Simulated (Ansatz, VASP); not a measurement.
**One calculation of TiAl, two programs**

Contents of INCAR:

```
ALGO = Fast
EDIFF = 1E-6
ENCUT = 520
ISIF = 2
ISMEAR = 0
LASPH = T
LCHARG = F
LREAL = F
LWAVE = F
NBANDS = 14
NELM = 80
PREC = Accurate
SIGMA = 0.15
```

KPOINTS

```
k-points
0
Gamma
  16 16 16
```

File POSCAR:

```
TiAl
1.0
    3.1790640000      0.0119214900      0.0000000000
    0.0119214900      3.1790640000      0.0000000000
    0.0000000000      0.0000000000      3.1790640000
Ti Al
1 1
Direct
    0.0000000000      0.0000000000      0.0000000000
    0.5000000000      0.5000000000      0.5000000000
```

Input for Ansatz:

```yaml
crystal:
  lattice:
    - [3.179064, 0.01192149, 0.0]
    - [0.01192149, 3.179064, 0.0]
    - [0.0, 0.0, 3.179064]
  atoms:
    - { symbol: Ti, position: [0.0, 0.0, 0.0] }
    - { symbol: Al, position: [0.5, 0.5, 0.5] }
basis:
  ecutwfc: 420
kpoints:
  mp_grid: { grid: [16, 16, 16] }
hamiltonian:
  xc: lda
scf:
  occupations: { method: gaussian, width: 0.15 }
output:
  forces: true
  stress: true
  eigenvalues: true
```

Change from the starting cell: strain +0.0075 x Voigt [0, 0, 0, 0, 0, 1], atoms carried along.

Alike in both runs: task single point; functional LDA; k mesh 16 × 16 × 16; occupations gaussian, width 0.15 eV; no spin polarisation.

```csv
,VASP,Ansatz
version,VASP 6.6.1,Ansatz 0.2.0
potentials or method,"VASP PAW LDA potentials, release 64 (Ti_sv, Al), cutoff 520 eV","scalar-relativistic, plane waves, PAW"
valence electrons in the cell,15,15
```

|  | VASP | Ansatz | Ansatz less VASP |
| --- | --- | --- | --- |
| gap on the k mesh at the Fermi level (eV) | none | none | - |
| pressure (GPa) | -5.7 | -5.8 | -0.14 |
| traceless stress, the component that is largest in VASP (GPa) | -0.47 | -0.46 | +0.002 |

LDA's correlation is that of Perdew and Zunger in VASP and of Perdew and Wang (1992) in Ansatz. A gap of «none» marks a metal or a gap that the smearing closes.
